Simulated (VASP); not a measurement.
Wanted: the native input for a VASP 6.6.1 run.

- Task: single point
- Functional: LDA
- Potentials or basis: VASP PAW LDA potentials, release 64 (Fe_sv)
- Cutoff: 600 eV
- k mesh: 22 × 22 × 22
- Occupations: gaussian, width 0.1 eV
- Spin: collinear spin, ferromagnetic start
- Starting moments: [2.22] μB
- Dipole correction: no
- Further INCAR settings: ALGO = Normal; EDIFF = 1e-06; NBANDS = 18

The structure of Fe lies in POSCAR:

```
Fe
1.0
   -1.3753074655      1.3753074655      1.3753074655
    1.3753074655     -1.3753074655      1.3753074655
    1.3753074655      1.3753074655     -1.3753074655
Fe
1
Direct
    0.0000000000      0.0000000000      0.0000000000
```

The input as run:

INCAR

```
SYSTEM = Fe
  PREC = Accurate
  ENCUT = 600
  EDIFF = 1E-6
  ISMEAR = 0
  SIGMA = 0.1
  LREAL = .FALSE.
  LASPH = .TRUE.
  NELM = 200
  ALGO = Normal
  ISIF = 2
  LWAVE = .FALSE.
  LCHARG = .FALSE.
  ISPIN = 2
  MAGMOM = 2.22
  LORBIT = 11
  LMAXMIX = 4
  NBANDS = 18
  GGA_COMPAT = .FALSE.
```

KPOINTS

```
Automatic mesh
0
G
  22 22 22
  0 0 0
```

Potentials or basis: VASP PAW LDA potentials, release 64 (Fe_sv).

Run with:

```bash
$ cat potpaw_LDA.64/Fe_sv/POTCAR > POTCAR
$ mpirun -np 1 vasp_std > vasp.out
```

It gave:

- Pressure: -4.6 GPa
- Net moment: 1.94 μB per cell
- Site moments: Fe +1.91 μB
- Valence electrons inside the program's atomic spheres: Fe 13.81

Caveat: the cell stands under tension.

Run time: 51 s on 1 thread of Intel(R) Xeon(R) 6975P-C (Granite Rapids), with other jobs on the host, peak memory 0.21 GiB.
